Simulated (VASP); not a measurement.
# In (C2/m) in VASP: a series of runs

The runs below take In through single point, with LDA.

Everything below comes from runs of VASP 6.6.1. Logs are shortened: lines on timing, memory, paths and dates and some standing lists are left out, and cuts for length are marked.

### Step 1. The cell of the first run

Symmetry: C2/m, No. 12, monoclinic system. Conventional cell: a = 4.354 Å, b = 4.568 Å, c = 3.271 Å, α = 90.00°, β = 130.83°, γ = 90.00°. In (site symmetry 2/m) has 16 In at 3.16 to 4.57 Å within 4.6 Å.

### Step 2. Single point, LDA

Contents of INCAR:

```
PREC = Accurate ; ENCUT = 520
EDIFF = 1E-6 ; ISMEAR = -1
SIGMA = 0.1 ; LREAL = False
LASPH = True ; NELM = 80
ALGO = Normal ; ISIF = 2
LWAVE = False ; LCHARG = False
NBANDS = 12
```

Contents of KPOINTS:

```
regular mesh
0
Gamma
  19 19 23
```

Contents of POSCAR:

```
In
1.0
   -1.6019898026      1.6281983263      2.4755659685
    1.6281983263     -1.6019898026      2.4755659685
    1.5260503434      1.5260503434     -2.4583443292
In
1
Direct
    0.0000000000      0.0000000000      0.0000000000
```

Potentials or basis: VASP PAW LDA potentials, release 64 (In_d).

The run is started by

```console
> cat potpaw_LDA.64/In_d/POTCAR > POTCAR
> mpirun -np 1 vasp_std > vasp.out
```

OUTCAR:

```text
PREC = Accurate
   ENCUT = 520
   EDIFF = 1E-6
   ISMEAR = -1
   LREAL = False
   LASPH = True
   NELM = 80
   ISIF = 2

 ion  position               nearest neighbor table
   1  0.000  0.000  0.000-

  Warning from LATTYP: Got some problem with cell dimensions!
  Tried to take original basis but could not verify dimensions!
  LATTYP: Found a base centered monoclinic cell.
 ALAT       =     4.3535228873
 B/A-ratio  =     1.0493055806
 C/A-ratio  =     0.7514043533
 COS(beta)  =    -0.6537684941

  Lattice vectors:

 A1 = (   0.0759394592,  -3.1542486697,  -0.0172216393)
 A2 = (  -3.1542486697,   0.0759394592,  -0.0172216393)
 A3 = (   1.5260503434,   1.5260503434,  -2.4583443292)

Analysis of symmetry for initial positions (statically):
=====================================================================
 Subroutine PRICEL returns:
 Original cell was already a primitive cell.

 Routine SETGRP: Setting up the symmetry group for a
 base centered monoclinic supercell.

 Subroutine GETGRP returns: Found  4 space group operations
 (whereof  4 operations were pure point group operations)
 out of a pool of  4 trial point group operations.

The static configuration has the point symmetry C_2h.

Analysis of symmetry for dynamics (positions and initial velocities):
=====================================================================
 Subroutine PRICEL returns:
 Original cell was already a primitive cell.

 Routine SETGRP: Setting up the symmetry group for a
 base centered monoclinic supercell.

 Subroutine GETGRP returns: Found  4 space group operations
 (whereof  4 operations were pure point group operations)
 out of a pool of  4 trial point group operations.

The dynamic configuration has the point symmetry C_2h.

 Subroutine INISYM returns: Found  4 space group operations
 (whereof  4 operations are pure point group operations),
 and found     1 'primitive' translations

----------------------------------------------------------------------------------------

                                     Primitive cell

  volume of cell :      24.6144

  direct lattice vectors                    reciprocal lattice vectors
    -1.601989803  1.628198326  2.475565969     0.006516690  0.316096182  0.200266284
     1.628198326 -1.601989803  2.475565969     0.316096182  0.006516690  0.200266284
     1.526050343  1.526050343 -2.458344329     0.324872897  0.324872897 -0.003439391

  length of vectors
     3.368356867  3.368356867  3.271256050     0.374253721  0.374253721  0.459452531

  position of ions in fractional coordinates (direct lattice)
     0.000000000  0.000000000  0.000000000

  ion indices of the primitive-cell ions
   primitive index   ion index
                 1           1

----------------------------------------------------------------------------------------

 KPOINTS: regular mesh

Automatic generation of k-mesh.
 Grid dimensions read from file:
 generate k-points for:   19   19   23

 Generating k-lattice:

  Cartesian coordinates                     Fractional coordinates (reciprocal lattice)
     0.000342984  0.016636641  0.010540331     0.052631579  0.000000000 -0.000000000
     0.016636641  0.000342984  0.010540331     0.000000000  0.052631579 -0.000000000
     0.014124909  0.014124909 -0.000149539    -0.000000000 -0.000000000  0.043478261

  Length of vectors
     0.019697564  0.019697564  0.019976197

  Shift w.r.t. Gamma in fractional coordinates (k-lattice)
     0.000000000  0.000000000  0.000000000

 Subroutine IBZKPT returns following result:
 ===========================================

 Found   2190 irreducible k-points:

 Following reciprocal coordinates:
            Coordinates               Weight
  0.000000  0.000000  0.000000      1.000000
  0.052632  0.000000 -0.000000      4.000000
  0.105263  0.000000 -0.000000      4.000000
  0.157895  0.000000 -0.000000      4.000000
  0.210526  0.000000 -0.000000      4.000000
  0.263158  0.000000  0.000000      4.000000
[... 16 lines left out ...]
 -0.315789  0.052632  0.000000      4.000000
 -0.263158  0.052632  0.000000      4.000000
 [... further k-points ...]
   k-points           NKPTS =   2190   k-points in BZ     NKDIM =   2190   number of bands    NBANDS=     12
   number of dos      NEDOS =    301   number of ions     NIONS =      1
   total plane-waves  NPLWV =  18816
   dimension x,y,z NGX =    28 NGY =   28 NGZ =   24
   dimension x,y,z NGXF=    56 NGYF=   56 NGZF=   48
   ions per type =               1
   NGX,Y,Z   is equivalent  to a cutoff of  13.82, 13.82, 12.20 a.u.
   NGXF,Y,Z  is equivalent  to a cutoff of  27.64, 27.64, 24.39 a.u.
 SYSTEM =  unknown system
   PREC   = accura    normal or accurate (medium, high low for compatibility)
   ISTART =      0    job   : 0-new  1-cont  2-samecut
   ICHARG =      2    charge: 1-file 2-atom 10-const
   ISPIN  =      1    spin polarized calculation?
   LNONCOLLINEAR =      F non collinear calculations
   LSORBIT =      F    spin-orbit coupling
   LASPH  =      T    aspherical Exc in radial PAW
   ENCUT  =  520.0 eV  38.22 Ry    6.18 a.u.   6.26  6.26  6.08*2*pi/ulx,y,z
   NELM   =     80;   NELMIN=  2; NELMDL= -5     # of ELM steps
   EDIFF  = 0.1E-05   stopping-criterion for ELM
   LREAL  =      F    real-space projection
   EDIFFG = 0.1E-04   stopping-criterion for IOM
   NSW    =      0    number of steps for IOM
   IBRION =     -1    ionic relax: 0-MD 1-quasi-New 2-CG
   NFREE  =      0    steps in history (QN), initial steepest desc. (CG)
   ISIF   =      2    stress and relaxation
   ISYM   =      2    0-nonsym 1-usesym 2-fastsym
   POTIM  = 0.5000    time-step for ionic-motion
   TEBEG  =    0.0;   TEEND  =   0.0 temperature during run
   PSTRESS=    0.0 pullay stress
   NELECT =      13.0000    total number of electrons
   NUPDOWN=      -1.0000    fix difference up-down
   EMIN   =  10.00;   EMAX   =-10.00  energy-range for DOS
   EFERMI =   0.00;   METHOD = LEGACY
   ISMEAR =    -1;   SIGMA  =   0.10  broadening in eV -4-tet -1-fermi 0-gaus
   EFERMI_NEDOS =   21; number of points for ismear=-14 and -15
   IALGO  =     38    algorithm
   IMIX   =      4    mixing-type and parameters
     AMIX     =   0.40;   BMIX     =  1.00
     AMIX_MAG =   1.60;   BMIX_MAG =  1.00
  volume/ion in A,a.u.               =      24.61       166.11
  Fermi-wavevector in a.u.,A,eV,Ry     =   1.323304  2.500682 23.825622  1.751134
  Thomas-Fermi vector in A             =   2.452922
   LORBIT       =      0    0 simple, 1 ext, 2 COOP (PROOUT), +10 PAW based schemes
   GGA     = CA    functional components
   LHFCALC =     F    Hartree Fock is set to
   AEXX    =    0.0000 exact exchange contribution
   IVDW    =     0    specifies the selected vdW correction
   LEPSILON=     F    determine dielectric tensor
   LRPA    =     F    only Hartree local field effects (RPA)
 non-spin polarized calculation
  energy-cutoff  :      520.00
  volume of cell :       24.61
 maximum number of plane-waves:       676
 NGX is ok and might be reduce to    28
   NGX = 13   NGY = 13   NGZ = 13

 number of electron      12.9999997 magnetization

 Free energy of the ion-electron system (eV)
  ---------------------------------------------------
  ext. energy  EPLUGINS =         0.00000000
  ---------------------------------------------------
  free energy    TOTEN  =        -3.22333877 eV

  energy without entropy =       -3.20937909  energy(sigma->0) =       -3.21635893

 E-fermi :   7.9289     XC(G=0): -10.8199

 val. band max:        7.9284455282   @ k =   0.3158   0.3158   0.3043
 cond. band min:       7.9316281436   @ k =  -0.4211  -0.0000   0.0870
 fundamental gap:      0.0031826154
 Fermi energy:         7.9289067143

 k-point     1 :       0.0000    0.0000    0.0000
  band No.  band energies     occupation
      1      -6.8138      2.00000
      2      -6.6652      2.00000
      3      -6.5996      2.00000
      4      -6.5851      2.00000
      5      -6.4045      2.00000
      6      -2.0655      2.00000
      7      18.7587      0.00000
      8      18.9469      0.00000
      9      19.2805      0.00000
     10      19.8709      0.00000
     11      22.3952      0.00000
     12      22.6317      0.00000

 k-point     2 :       0.0526    0.0000   -0.0000
  band No.  band energies     occupation
      1      -6.8078      2.00000
      2      -6.6641      2.00000
      3      -6.5980      2.00000
      4      -6.5825      2.00000
      5      -6.4072      2.00000
      6      -2.0023      2.00000
      7      17.9442      0.00000
      8      18.7899      0.00000
      9      19.0932      0.00000
     10      19.8028      0.00000
     11      22.4322      0.00000
     12      22.7230      0.00000

 k-point     3 :       0.1053    0.0000   -0.0000
  band No.  band energies     occupation
      1      -6.7923      2.00000
      2      -6.6641      2.00000
      3      -6.5928      2.00000
      4      -6.5714      2.00000
      5      -6.4142      2.00000
      6      -1.8118      2.00000
      7      16.2118      0.00000
      8      18.5002      0.00000
      9      18.7187      0.00000
     10      19.8010      0.00000
     11      21.8472      0.00000
     12      23.2181      0.00000
[... 286 lines left out ...]
 k-point    23 :      -0.3158    0.0526    0.0000
  band No.  band energies     occupation
      1      -6.7467      2.00000
      2      -6.7263      2.00000
      3      -6.5751      2.00000
      4      -6.4322      2.00000
      5      -6.3878      2.00000
      6       0.0894      2.00000
      7       9.5810      0.00000
      8      16.0079      0.00000
      9      18.0281      0.00000
     10      19.5377      0.00000
     11      20.6144      0.00000
     12      21.8113      0.00000

 k-point    24 :      -0.2632    0.0526    0.0000
  band No.  band energies     occupation
      1      -6.7391      2.00000
      2      -6.7113      2.00000
      3      -6.5671      2.00000
      4      -6.4774      2.00000
      5      -6.4191      2.00000
      6      -0.5917      2.00000
      7      11.3032      0.00000
      8      16.4623      0.00000
      9      18.2506      0.00000
     10      19.8359      0.00000
     11      21.0241      0.00000
     12      21.8533      0.00000

 [... further k-points ...]
[... 5 lines left out ...]
  --------------------------------------------------------------------------------------
  -------------------------------------------------------------------------------------
  Total        0.0242568      0.0242568     -0.0162013      0.0340908     -0.0095566     -0.0095565
  in kB        1.5789038      1.5789038     -1.0545603      2.2190098     -0.6220468     -0.6220462
  external PRESSURE =       0.7010824 kB  Pullay stress =       0.0000000 kB

 VOLUME and BASIS-vectors are now :
 -----------------------------------------------------------------------------
  energy-cutoff  :      520.00
  volume of cell :       24.61
      direct lattice vectors                 reciprocal lattice vectors
    -1.601989803  1.628198326  2.475565969     0.006516690  0.316096182  0.200266284
     1.628198326 -1.601989803  2.475565969     0.316096182  0.006516690  0.200266284
     1.526050343  1.526050343 -2.458344329     0.324872897  0.324872897 -0.003439391

 POSITION                                       TOTAL-FORCE (eV/Angst)
 -----------------------------------------------------------------------------------
      0.00000      0.00000      0.00000         0.000000      0.000000     -0.000000
 -----------------------------------------------------------------------------------
    total drift:                                0.000000     -0.000000     -0.000000

  FREE ENERGIE OF THE ION-ELECTRON SYSTEM (eV)
  ---------------------------------------------------
  free  energy   TOTEN  =        -3.2233387672 eV

  energy  without entropy=       -3.2093790865  energy(sigma->0) =       -3.21635893
```

Wall time 3.9 min (1 thread of Intel Xeon 6975P-C (Granite Rapids), shared host); peak memory 0.66 GiB.

What came out:

```
Free energy            : -3.2233 eV
Pressure               : 0.1 GPa
Band gap on the k mesh : zero (an odd number of electrons rules out a gap without spin polarisation)
```

Levels at points of the mesh, in eV from the Fermi level:
```
           k point  band 3  band 4  band 5  band 6  band 7  band 8  band 9  band 10
(0.00, 0.00, 0.00)  -14.53  -14.51  -14.33   -9.99   10.83   11.02   11.35    11.94
```

Caveat: spin-orbit coupling is left out, which moves the levels of the heavy elements.

### Step 3. Single point, LDA, non-collinear spin, zero start, spin-orbit coupling

Contents of INCAR:

```
  PREC = Accurate
  ENCUT = 520
  EDIFF = 1E-6
  ISMEAR = -1
  SIGMA = 0.1
  LREAL = False
  LASPH = True
  NELM = 150
  ALGO = Normal
  ISIF = 2
  LWAVE = False
  LCHARG = True
  MAGMOM = 0 0 0
  LORBIT = 11
  LSORBIT = True
  GGA_COMPAT = False
  LORBMOM = True
  LVHAR = True
  NBANDS = 24
```

Contents of KPOINTS:

```
regular mesh
0
Gamma
  12 12 14
```

Contents of POSCAR:

```
In
1.0
   -1.6019898014      1.6281983224      2.4755659772
    1.6281983224     -1.6019898014      2.4755659772
    1.5260503493      1.5260503493     -2.4583443397
In
1
Direct
    0.0000000000      0.0000000000      0.0000000000
```

Potentials or basis: VASP PAW LDA potentials, release 64 (In_d).

The run is started by

```console
> cat potpaw_LDA.64/In_d/POTCAR > POTCAR
> mpirun -np 1 vasp_ncl > vasp.out
```

Wall time 4.2 min (1 thread of Intel Xeon 6975P-C (Granite Rapids), shared host); peak memory 0.52 GiB.

The run converged. Its results:

```yaml
Free_energy: -3.2625 eV
Pressure: 0.0 GPa
Net_moment: 0.00 μB per cell
Valence_electrons_inside_the_program's_atomic_spheres: In 11.40
```

Moments on the atoms (μB; x, y, z):
```
In  0.00 0.00 0.00
```

### Step 4. Single point, LDA

Contents of INCAR:

```
  PREC = Accurate
  ENCUT = 520
  EDIFF = 1E-7
  ISMEAR = -1
  SIGMA = 0.1
  LREAL = False
  LASPH = True
  NELM = 60
  ALGO = Normal
  ISIF = 2
  LWAVE = False
  LCHARG = False
  NBANDS = 12
```

Contents of KPOINTS:

```
regular mesh
0
Gamma
  19 19 23
```

POSCAR is that of step 3.

The run is started by

```console
> cat potpaw_LDA.64/In_d/POTCAR > POTCAR
> mpirun -np 1 vasp_std > vasp.out
```

Run time: 10 min. Hardware: 1 thread of Intel Xeon 8259CL, shared host; peak memory 0.67 GiB.

The run converged. Its results:

```yaml
Free_energy: -3.2233 eV
Pressure: 0.1 GPa
Band_gap_on_the_k_mesh: zero (an odd number of electrons rules out a gap without spin polarisation)
```

Stress tensor (GPa, compression positive):
```
 0.15  0.22 -0.06
 0.22  0.15 -0.06
-0.06 -0.06 -0.11
```

Levels at points of the mesh, in eV from the Fermi level:
```
           k point  band 4  band 5  band 6  band 7  band 8  band 9
(0.00, 0.00, 0.00)  -14.51  -14.33   -9.99   10.83   11.02   11.35
```

Caveat: spin-orbit coupling is left out, which moves the levels of the heavy elements.
